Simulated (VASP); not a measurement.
A run of VASP 6.6.1 is set up as follows.

INCAR

```
SYSTEM = ZnRe
PREC = Accurate ; ENCUT = 520
EDIFF = 1E-6 ; ISMEAR = -1
SIGMA = 0.05 ; LREAL = .False.
LASPH = .True. ; NELM = 100
ALGO = Fast ; ISIF = 2
LWAVE = .False. ; LCHARG = .False.
GGA = PE ; NBANDS = 16
```

Contents of KPOINTS:

```
Automatic mesh
0
Gamma
  9 9 5
  0 0 0
```

File POSCAR:

```
ZnRe
1.0
    2.7482183437      0.0000000000      0.0000000000
   -1.3741091718      2.3800269008      0.0000000000
    0.0000000000      0.0000000000      4.6738286400
Re Zn
1 1
Direct
    0.3333333333      0.6666666667      0.5000000000
    0.0000000000      0.0000000000      0.0000000000
```

Potentials or basis: VASP PAW PBE potentials, release 64 (Re, Zn).

Command:

```bash
$ cat potpaw_PBE.64/Re/POTCAR potpaw_PBE.64/Zn/POTCAR > POTCAR
$ mpirun -np 1 vasp_std > vasp.out
```

Q: What does it give for the pressure?

A: -7.9 GPa.

Stress tensor (GPa, compression positive):
```
 -5.51   0.00   0.00
  0.00  -5.51   0.00
  0.00   0.00 -12.55
```
